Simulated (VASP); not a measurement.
# Ba3AlN3 (Pm-3m) in VASP: single point with PBE

Aim: the single point of Ba3AlN3 with PBE.

Program: VASP 6.6.1. These are calculated values, not measurements. Logs are shortened: lines on timing, memory, paths and dates and some standing lists are left out, and cuts for length are marked.

### Step 1. The cell of the first run

It takes space group Pm-3m (No. 221, cubic). Conventional cell: a = 5.483 Å, b = 5.483 Å, c = 5.483 Å, α = 90.00°, β = 90.00°, γ = 90.00°. Ba (site symmetry 4/mmm) has 2 Al at 2.74 Å and 4 N at 2.74 Å within 3.6 Å. Within 3.6 Å of Al (site symmetry m-3m) lie 6 Ba at 2.74 Å. N (site symmetry 4/mmm) has 4 Ba at 2.74 Å within 3.6 Å.

The cell was built from a structure type or drawn by symmetry, and may not be a known phase.

### Step 2. Single point, PBE

File INCAR:

```
  PREC = Accurate
  ENCUT = 910
  EDIFF = 1E-6
  ISMEAR = 0
  SIGMA = 0.1
  LREAL = F
  LASPH = T
  NELM = 120
  ALGO = Normal
  ISIF = 2
  LWAVE = F
  LCHARG = F
  GGA = PE
  NBANDS = 33
  GGA_COMPAT = F
```

File KPOINTS:

```
regular mesh
0
Gamma
  4 4 4
```

File POSCAR:

```
Ba3AlN3
1.0
    5.4832989200      0.0000000000      0.0000000000
    0.0000000000      5.4832989200      0.0000000000
    0.0000000000      0.0000000000      5.4832989200
Ba Al N
3 1 3
Direct
    0.5000000000      0.0000000000      0.0000000000
    0.0000000000      0.5000000000      0.0000000000
    0.0000000000      0.0000000000      0.5000000000
    0.0000000000      0.0000000000      0.0000000000
    0.5000000000      0.0000000000      0.5000000000
    0.5000000000      0.5000000000      0.0000000000
    0.0000000000      0.5000000000      0.5000000000
```

Potentials or basis: VASP PAW PBE potentials, release 64 (Ba_sv, Al, N_h).

Run with:

```bash
> cat potpaw_PBE.64/Ba_sv/POTCAR potpaw_PBE.64/Al/POTCAR potpaw_PBE.64/N_h/POTCAR > POTCAR
> mpirun -np 1 vasp_std > vasp.out
```

OUTCAR:

```text
PREC = Accurate
   ENCUT = 910
   EDIFF = 1E-6
   ISMEAR = 0
   LREAL = F
   LASPH = T
   NELM = 120
   ISIF = 2
   GGA = PE

 ion  position               nearest neighbor table
   1  0.500  0.000  0.000-   4 2.74   5 2.74   6 2.74   5 2.74   6 2.74   4 2.74   3 3.88   2 3.88
                             2 3.88   2 3.88   3 3.88   3 3.88   3 3.88   2 3.88
   2  0.000  0.500  0.000-   4 2.74   6 2.74   7 2.74   7 2.74   4 2.74   6 2.74   3 3.88   1 3.88
                             3 3.88   1 3.88   3 3.88   1 3.88   3 3.88   1 3.88
   3  0.000  0.000  0.500-   4 2.74   5 2.74   7 2.74   4 2.74   7 2.74   5 2.74   2 3.88   2 3.88
                             2 3.88   1 3.88   2 3.88   1 3.88   1 3.88   1 3.88
   4  0.000  0.000  0.000-   1 2.74   2 2.74   3 2.74   3 2.74   2 2.74   1 2.74
   5  0.500  0.000  0.500-   1 2.74   3 2.74   1 2.74   3 2.74
   6  0.500  0.500  0.000-   1 2.74   2 2.74   1 2.74   2 2.74
   7  0.000  0.500  0.500-   2 2.74   3 2.74   2 2.74   3 2.74

  LATTYP: Found a simple cubic cell.
 ALAT       =     5.4832989200

  Lattice vectors:

 A1 = (   5.4832989200,   0.0000000000,   0.0000000000)
 A2 = (   0.0000000000,   5.4832989200,   0.0000000000)
 A3 = (   0.0000000000,   0.0000000000,   5.4832989200)

Analysis of symmetry for initial positions (statically):
=====================================================================
 Subroutine PRICEL returns:
 Original cell was already a primitive cell.

 Routine SETGRP: Setting up the symmetry group for a
 simple cubic supercell.

 Subroutine GETGRP returns: Found 48 space group operations
 (whereof 48 operations were pure point group operations)
 out of a pool of 48 trial point group operations.

The static configuration has the point symmetry O_h .

Analysis of symmetry for dynamics (positions and initial velocities):
=====================================================================
 Subroutine PRICEL returns:
 Original cell was already a primitive cell.

 Routine SETGRP: Setting up the symmetry group for a
 simple cubic supercell.

 Subroutine GETGRP returns: Found 48 space group operations
 (whereof 48 operations were pure point group operations)
 out of a pool of 48 trial point group operations.

The dynamic configuration has the point symmetry O_h .

 Subroutine INISYM returns: Found 48 space group operations
 (whereof 48 operations are pure point group operations),
 and found     1 'primitive' translations

----------------------------------------------------------------------------------------

                                     Primitive cell

  volume of cell :     164.8640

  direct lattice vectors                    reciprocal lattice vectors
     5.483298920  0.000000000  0.000000000     0.182371965  0.000000000  0.000000000
     0.000000000  5.483298920  0.000000000     0.000000000  0.182371965  0.000000000
     0.000000000  0.000000000  5.483298920     0.000000000  0.000000000  0.182371965

  length of vectors
     5.483298920  5.483298920  5.483298920     0.182371965  0.182371965  0.182371965

  position of ions in fractional coordinates (direct lattice)
     0.500000000  0.000000000  0.000000000
     0.000000000  0.500000000  0.000000000
     0.000000000  0.000000000  0.500000000
     0.000000000  0.000000000  0.000000000
     0.500000000  0.000000000  0.500000000
     0.500000000  0.500000000  0.000000000
     0.000000000  0.500000000  0.500000000

  ion indices of the primitive-cell ions
   primitive index   ion index
                 1           1
                 2           2
                 3           3
                 4           4
                 5           5
                 6           6
                 7           7

----------------------------------------------------------------------------------------

 KPOINTS: regular mesh

Automatic generation of k-mesh.
 Grid dimensions read from file:
 generate k-points for:    4    4    4

 Generating k-lattice:

  Cartesian coordinates                     Fractional coordinates (reciprocal lattice)
     0.045592991  0.000000000  0.000000000     0.250000000  0.000000000  0.000000000
     0.000000000  0.045592991  0.000000000     0.000000000  0.250000000  0.000000000
     0.000000000  0.000000000  0.045592991     0.000000000  0.000000000  0.250000000

  Length of vectors
     0.045592991  0.045592991  0.045592991

  Shift w.r.t. Gamma in fractional coordinates (k-lattice)
     0.000000000  0.000000000  0.000000000

 Subroutine IBZKPT returns following result:
 ===========================================

 Found     10 irreducible k-points:

 Following reciprocal coordinates:
            Coordinates               Weight
  0.000000  0.000000  0.000000      1.000000
  0.250000  0.000000  0.000000      6.000000
  0.500000  0.000000  0.000000      3.000000
  0.250000  0.250000  0.000000     12.000000
  0.500000  0.250000  0.000000     12.000000
  0.500000  0.500000  0.000000      3.000000
  0.250000  0.250000  0.250000      8.000000
  0.500000  0.250000  0.250000     12.000000
  0.500000  0.500000  0.250000      6.000000
  0.500000  0.500000  0.500000      1.000000
   k-points           NKPTS =     10   k-points in BZ     NKDIM =     10   number of bands    NBANDS=     33
   number of dos      NEDOS =    301   number of ions     NIONS =      7
   total plane-waves  NPLWV = 157464
   dimension x,y,z NGX =    54 NGY =   54 NGZ =   54
   dimension x,y,z NGXF=   108 NGYF=  108 NGZF=  108
   ions per type =               3   1   3
   NGX,Y,Z   is equivalent  to a cutoff of  16.37, 16.37, 16.37 a.u.
   NGXF,Y,Z  is equivalent  to a cutoff of  32.74, 32.74, 32.74 a.u.
 SYSTEM =  unknown system
   PREC   = accura    normal or accurate (medium, high low for compatibility)
   ISTART =      0    job   : 0-new  1-cont  2-samecut
   ICHARG =      2    charge: 1-file 2-atom 10-const
   ISPIN  =      1    spin polarized calculation?
   LNONCOLLINEAR =      F non collinear calculations
   LSORBIT =      F    spin-orbit coupling
   LASPH  =      T    aspherical Exc in radial PAW
   ENCUT  =  910.0 eV  66.88 Ry    8.18 a.u.  13.49 13.49 13.49*2*pi/ulx,y,z
   NELM   =    120;   NELMIN=  2; NELMDL= -5     # of ELM steps
   EDIFF  = 0.1E-05   stopping-criterion for ELM
   LREAL  =      F    real-space projection
   EDIFFG = 0.1E-04   stopping-criterion for IOM
   NSW    =      0    number of steps for IOM
   IBRION =     -1    ionic relax: 0-MD 1-quasi-New 2-CG
   NFREE  =      0    steps in history (QN), initial steepest desc. (CG)
   ISIF   =      2    stress and relaxation
   ISYM   =      2    0-nonsym 1-usesym 2-fastsym
   POTIM  = 0.5000    time-step for ionic-motion
   TEBEG  =    0.0;   TEEND  =   0.0 temperature during run
   PSTRESS=    0.0 pullay stress
   NELECT =      48.0000    total number of electrons
   NUPDOWN=      -1.0000    fix difference up-down
   EMIN   =  10.00;   EMAX   =-10.00  energy-range for DOS
   EFERMI =   0.00;   METHOD = LEGACY
   ISMEAR =     0;   SIGMA  =   0.10  broadening in eV -4-tet -1-fermi 0-gaus
   EFERMI_NEDOS =   21; number of points for ismear=-14 and -15
   IALGO  =     38    algorithm
   IMIX   =      4    mixing-type and parameters
     AMIX     =   0.40;   BMIX     =  1.00
     AMIX_MAG =   1.60;   BMIX_MAG =  1.00
  volume/ion in A,a.u.               =      23.55       158.94
  Fermi-wavevector in a.u.,A,eV,Ry     =   1.085042  2.050433 16.018366  1.177317
  Thomas-Fermi vector in A             =   2.221147
   LORBIT       =      0    0 simple, 1 ext, 2 COOP (PROOUT), +10 PAW based schemes
   GGA     = PE    functional components
   LHFCALC =     F    Hartree Fock is set to
   AEXX    =    0.0000 exact exchange contribution
   IVDW    =     0    specifies the selected vdW correction
   LEPSILON=     F    determine dielectric tensor
   LRPA    =     F    only Hartree local field effects (RPA)
 non-spin polarized calculation
 Gauss-broadening in eV      SIGMA  =   0.10
  energy-cutoff  :      910.00
  volume of cell :      164.86
 maximum number of plane-waves:     10315
 NGX is ok and might be reduce to    54
   NGX = 27   NGY = 27   NGZ = 27

 number of electron      48.0000000 magnetization

 Free energy of the ion-electron system (eV)
  ---------------------------------------------------
  ext. energy  EPLUGINS =         0.00000000
  ---------------------------------------------------
  free energy    TOTEN  =       -23.07877636 eV

  energy without entropy =      -23.00090560  energy(sigma->0) =      -23.03984098

 E-fermi :   2.2699     XC(G=0):  -9.1127

 val. band max:        2.2652605904   @ k =   0.5000   0.2500   0.0000
 cond. band min:       2.2928344146   @ k =   0.5000   0.2500   0.0000
 fundamental gap:      0.0275738243
 Fermi energy:         2.2698646252

 k-point     1 :       0.0000    0.0000    0.0000
  band No.  band energies     occupation
      1     -24.6724      2.00000
      2     -24.3766      2.00000
      3     -24.3766      2.00000
      4     -11.0305      2.00000
      5     -11.0305      2.00000
      6     -11.0305      2.00000
[... 25 lines left out ...]
     32       6.6309      0.00000
     33       6.7139      0.00000

 k-point     2 :       0.2500    0.0000    0.0000
  band No.  band energies     occupation
      1     -24.6345      2.00000
      2     -24.4135      2.00000
      3     -24.3750      2.00000
      4     -11.0539      2.00000
      5     -10.9701      2.00000
      6     -10.9701      2.00000
[... 25 lines left out ...]
     32       6.7218      0.00000
     33       7.0885      0.00000

 k-point     3 :       0.5000    0.0000    0.0000
  band No.  band energies     occupation
      1     -24.5739      2.00000
      2     -24.4732      2.00000
      3     -24.3733      2.00000
      4     -10.9303      2.00000
      5     -10.9010      2.00000
      6     -10.9010      2.00000
[... 25 lines left out ...]
     32       6.6585      0.00000
     33       6.8246      0.00000

 k-point     4 :       0.2500    0.2500    0.0000
  band No.  band energies     occupation
      1     -24.6003      2.00000
      2     -24.4235      2.00000
      3     -24.3955      2.00000
      4     -11.3317      2.00000
      5     -10.9074      2.00000
      6     -10.8392      2.00000
[... 25 lines left out ...]
     32       7.1471      0.00000
     33       7.6564      0.00000

 k-point     5 :       0.5000    0.2500    0.0000
  band No.  band energies     occupation
      1     -24.5431      2.00000
      2     -24.4713      2.00000
      3     -24.4012      2.00000
      4     -11.4066      2.00000
      5     -11.1712      2.00000
      6     -10.8352      2.00000
[... 25 lines left out ...]
     32       6.9311      0.00000
     33       7.5316      0.00000

 k-point     6 :       0.5000    0.5000    0.0000
  band No.  band energies     occupation
      1     -24.4721      2.00000
      2     -24.4694      2.00000
      3     -24.4694      2.00000
      4     -11.5944      2.00000
      5     -11.4240      2.00000
      6     -10.7586      2.00000
[... 25 lines left out ...]
     32       7.2978      0.00000
     33       7.8410      0.00000

 k-point     7 :       0.2500    0.2500    0.2500
  band No.  band energies     occupation
      1     -24.5711      2.00000
      2     -24.4217      2.00000
      3     -24.4217      2.00000
      4     -11.6020      2.00000
      5     -10.9095      2.00000
      6     -10.9095      2.00000
[... 25 lines left out ...]
     32       7.2651      0.00000
     33       8.4550      0.00000

 k-point     8 :       0.5000    0.2500    0.2500
  band No.  band energies     occupation
      1     -24.5204      2.00000
      2     -24.4694      2.00000
      3     -24.4200      2.00000
      4     -11.7444      2.00000
      5     -11.1874      2.00000
      6     -11.1407      2.00000
[... 25 lines left out ...]
     32       7.1893      0.00000
     33       7.8212      0.00000

 k-point     9 :       0.5000    0.5000    0.2500
  band No.  band energies     occupation
      1     -24.4689      2.00000
      2     -24.4676      2.00000
      3     -24.4676      2.00000
      4     -11.9418      2.00000
      5     -11.4206      2.00000
      6     -11.1607      2.00000
[... 25 lines left out ...]
     32       7.7489      0.00000
     33       8.0386      0.00000

 k-point    10 :       0.5000    0.5000    0.5000
  band No.  band energies     occupation
      1     -24.4657      2.00000
      2     -24.4657      2.00000
      3     -24.4657      2.00000
      4     -12.1640      2.00000
      5     -11.4172      2.00000
      6     -11.4172      2.00000
[... 25 lines left out ...]
     32       8.2517      0.00000
     33       8.5554      0.00000

------------------------ aborting loop because EDIFF is reached ----------------------------------------

  FORCE on cell =-STRESS in cart. coord.  units (eV):
  Direction    XX          YY          ZZ          XY          YZ          ZX
  --------------------------------------------------------------------------------------
  -------------------------------------------------------------------------------------
  Total       11.0575663     11.0575663     11.0575663     -0.0000000     -0.0000000     -0.0000000
  in kB      107.4593895    107.4593895    107.4593895     -0.0000000     -0.0000000     -0.0000000
  external PRESSURE =     107.4593895 kB  Pullay stress =       0.0000000 kB

 VOLUME and BASIS-vectors are now :
 -----------------------------------------------------------------------------
  energy-cutoff  :      910.00
  volume of cell :      164.86
      direct lattice vectors                 reciprocal lattice vectors
     5.483298920  0.000000000  0.000000000     0.182371965  0.000000000  0.000000000
     0.000000000  5.483298920  0.000000000     0.000000000  0.182371965  0.000000000
     0.000000000  0.000000000  5.483298920     0.000000000  0.000000000  0.182371965

 POSITION                                       TOTAL-FORCE (eV/Angst)
 -----------------------------------------------------------------------------------
      2.74165      0.00000      0.00000         0.000000      0.000000      0.000000
      0.00000      2.74165      0.00000         0.000000      0.000000      0.000000
      0.00000      0.00000      2.74165         0.000000      0.000000      0.000000
      0.00000      0.00000      0.00000         0.000000      0.000000      0.000000
      2.74165      0.00000      2.74165         0.000000      0.000000      0.000000
      2.74165      2.74165      0.00000         0.000000      0.000000      0.000000
      0.00000      2.74165      2.74165         0.000000      0.000000      0.000000
 -----------------------------------------------------------------------------------
    total drift:                                0.000000     -0.000000      0.000000

  FREE ENERGIE OF THE ION-ELECTRON SYSTEM (eV)
  ---------------------------------------------------
  free  energy   TOTEN  =       -23.0787763622 eV

  energy  without entropy=      -23.0009056011  energy(sigma->0) =      -23.03984098
```

It took 84 s on 1 thread of AMD EPYC 9R45 (Zen 5), shared host; peak memory 0.4 GiB.

What came out:

| Item | Value |
| --- | --- |
| Free energy | -23.0788 eV |
| Pressure | 10.7 GPa |
| Band gap on the k mesh | zero (bands 24 and 25 overlap by 1.34 eV) |

Caveat: the cutoff is under 1.25 times the usual one of these potentials, so pressure, stress and relaxed cells hold a basis-set (Pulay) error; the cell stands under pressure; spin-orbit coupling is left out, which moves the levels of the heavy elements.
